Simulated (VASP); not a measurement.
Runs of VASP 6.6.1 on SnSe. The structure is that of space group F-43m (No. 216), or close to it. The cells are those of the table. 

```tsv
level	cell	k mesh	grid for exact exchange (PRECFOCK)	screening parameter	gap on the mesh (eV)	pressure (GPa)
HSE06	a = 4.796 Å, angles 60.0°, 2 atoms	4 × 4 × 4	Normal	0.2079 1/Å	(a)	-0.7
PBE	a = 4.796 Å, angles 60.0°, 2 atoms	6 × 6 × 6	-	-	0.22	0.0
r2SCAN	a = 4.796 Å, angles 60.0°, 2 atoms	6 × 6 × 6	-	-	(b)	-0.8
HSE06	a = 4.757, b = 4.715, c = 4.715 Å, angles 60.6, 59.7, 59.7°, 2 atoms	4 × 4 × 4	Normal	0.2079 1/Å	0.16	0.7
```

Alike in all rows: task single point; potentials or basis VASP PAW PBE potentials, release 64 (Sn_d, Se); no spin polarisation; cutoff (eV) 520; smearing fermi-dirac 0.02 eV.

Question: Estimate the missing entries.

Answer: (a) 0.41; (b) 0.30.

Caveats: spin-orbit coupling is left out, which moves the levels of the heavy elements; the PAW data sets were made with another functional, which shifts forces and pressure a little (some runs).

A k mesh can miss the band edges, and the runs leave out spin-orbit coupling on Se, Sn.
